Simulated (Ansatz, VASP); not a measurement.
**Ga4As3P in VASP and in Ansatz**

The input INCAR:

```
SYSTEM = Ga4As3P
ALGO = Normal ; EDIFF = 1E-6
ENCUT = 520 ; GGA = PE
ISIF = 2 ; ISMEAR = 0
LASPH = .True. ; LCHARG = .False.
LREAL = .False. ; LWAVE = .False.
NBANDS = 46 ; NELM = 100
PREC = Accurate ; SIGMA = 0.1
```

File KPOINTS:

```
k-points
0
Gamma
  4 4 4
  0 0 0
```

File POSCAR:

```
Ga4As3P
1.0
    3.8849205900      0.0000000000      0.0000000000
    0.0000000000      3.8849205900      5.4941073900
    0.0000000000     -3.8849205900      5.4941073900
Ga P As
4 1 3
Direct
    0.0000000000      0.5000000000      0.0000000000
    0.5000000000      0.0000000000      0.0000000000
    0.5000000000      0.5000000000      0.5000000000
    0.0000000000      0.0000000000      0.5000000000
    0.0000000000      0.8750000000      0.8750000000
    0.5000000000      0.3750000000      0.8750000000
    0.0000000000      0.3750000000      0.3750000000
    0.5000000000      0.8750000000      0.3750000000
```

Input for Ansatz:

```yaml
crystal:
  lattice:
    - [3.88492059, 0.0, 0.0]
    - [0.0, 3.88492059, 5.49410739]
    - [0.0, -3.88492059, 5.49410739]
  atoms:
    - { symbol: Ga, position: [0.0, 0.5, 0.0] }
    - { symbol: Ga, position: [0.5, 0.0, 0.0] }
    - { symbol: Ga, position: [0.5, 0.5, 0.5] }
    - { symbol: Ga, position: [0.0, 0.0, 0.5] }
    - { symbol: P, position: [0.0, 0.875, 0.875] }
    - { symbol: As, position: [0.5, 0.375, 0.875] }
    - { symbol: As, position: [0.0, 0.375, 0.375] }
    - { symbol: As, position: [0.5, 0.875, 0.375] }
basis:
  ecutwfc: 420
kpoints:
  mp_grid: { grid: [4, 4, 4] }
hamiltonian:
  xc: pbe
scf:
  occupations: { method: gaussian, width: 0.1 }
  lower_state_search: "off"
output:
  forces: true
  stress: true
  eigenvalues: true
```

Alike in both runs: task single point; functional PBE; k mesh 4 × 4 × 4; occupations gaussian, width 0.1 eV; no spin polarisation.

|  | VASP | Ansatz |
| --- | --- | --- |
| version | VASP 6.6.1 | Ansatz 0.2.0 |
| potentials or method | VASP PAW PBE potentials, release 64 (Ga_d, P, As), cutoff 520 eV | scalar-relativistic, plane waves, PAW |
| valence electrons in the cell | 72 | 102 |

Ansatz gave:

```
gap on the k mesh at the Fermi level (eV)                     : 1.28
least direct gap on the mesh (eV)                             : 1.28
pressure (GPa)                                                : 8.5
traceless stress, the component that is largest in VASP (GPa) : 0.65
rms of the force components (eV/Å)                            : 0.265
```

Q: Which values does VASP return?

A: gap on the k mesh at the Fermi level (eV): 1.28; least direct gap on the mesh (eV): 1.28; pressure (GPa): 8.7; traceless stress, the component that is largest in VASP (GPa): 0.65; rms of the force components (eV/Å): 0.272.

Atom by atom the forces differ by 0.007 eV/Å (rms over components). The functional is the same, so the differences come from potentials, cutoffs and numerics. VASP's potentials hold 72 valence electrons a cell and Ansatz's 102, so a difference there can come from the potentials and not from the codes.
